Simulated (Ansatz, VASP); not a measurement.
# Two plane-wave programs on Mo

Contents of POSCAR:

```
Mo
1.0
    0.0000000000      2.7482579574      2.7482579574
    2.7482579574      0.0000000000      2.7482579574
    2.7482579574      2.7482579574      0.0000000000
Mo
2
Direct
    0.1250000000      0.1250000000      0.1250000000
    0.8750000000      0.8750000000      0.8750000000
```

The input INCAR.step1:

```
PREC     = Accurate       # precision mode
ENCUT    = 520            # plane-wave cutoff, eV
ISMEAR   = -1             # smearing method
SIGMA    = 0.1            # smearing width, eV
LREAL    = False          # projectors in reciprocal space
LASPH    = True           # aspherical terms in the spheres
NELM     = 100            # most SCF steps
NBANDS   = 21             # bands
GGA      = PE             # functional
ALGO     = Normal         # electronic algorithm
EDIFF    = 1E-4           # SCF threshold, eV
LWAVE    = True           # write WAVECAR
LCHARG   = False          # write CHGCAR
```

INCAR.step2

```
PREC     = Accurate       # precision mode
ENCUT    = 520            # plane-wave cutoff, eV
EDIFF    = 1E-6           # SCF threshold, eV
ISMEAR   = -1             # smearing method
SIGMA    = 0.1            # smearing width, eV
LREAL    = False          # projectors in reciprocal space
LASPH    = True           # aspherical terms in the spheres
NELM     = 100            # most SCF steps
ALGO     = Normal         # electronic algorithm
ISIF     = 2              # what is computed and relaxed
LWAVE    = False          # write WAVECAR
LCHARG   = True           # write CHGCAR
METAGGA  = R2SCAN         # meta-GGA
LMIXTAU  = True         
LELF     = True           # ELF
LVHAR    = True         
NBANDS   = 21             # bands
ISTART   = 1
```

Contents of KPOINTS:

```
regular mesh
0
Gamma
  11 11 11
```

Input for Ansatz:

```yaml
crystal:
  lattice:
    - [0.0, 2.7482579574, 2.7482579574]
    - [2.7482579574, 0.0, 2.7482579574]
    - [2.7482579574, 2.7482579574, 0.0]
  atoms:
    - { symbol: Mo, position: [0.125, 0.125, 0.125] }
    - { symbol: Mo, position: [0.875, 0.875, 0.875] }
hamiltonian:
  xc: r2scan
  pseudopotentials:
    kind: paw
    azcp:
      Mo: "pseudopotentials/Mo.paw.azcp"
basis:
  ecutwfc: 500
  fft_grid_basis: typed
kpoints:
  mp_grid: { grid: [11, 11, 11], shift: [0, 0, 0] }
magnetization:
  spin_polarized: false
scf:
  occupations: { method: fermi_dirac, width: 0.1 }
  lower_state_search: "off"
output:
  stress: true
```

Alike in both runs: task single point; functional r2SCAN; k mesh 11 × 11 × 11; occupations fermi-dirac, width 0.1 eV; no spin polarisation.

|  | VASP | Ansatz |
| --- | --- | --- |
| version | VASP 6.6.1 | Ansatz 0.2.0 |
| potentials or method | VASP PAW PBE potentials, release 64 (Mo_sv), cutoff 520 eV | plane waves (500 eV) with PAW, scalar-relativistic |
| valence electrons in the cell | 28 | 28 |

```csv
,VASP,Ansatz,Ansatz less VASP
pressure (GPa),12.1,10.9,-1.15
```

VASP's potentials were made for PBE, not for r2SCAN. With one functional, cell and mesh, what is left measures potentials, basis and numerics.
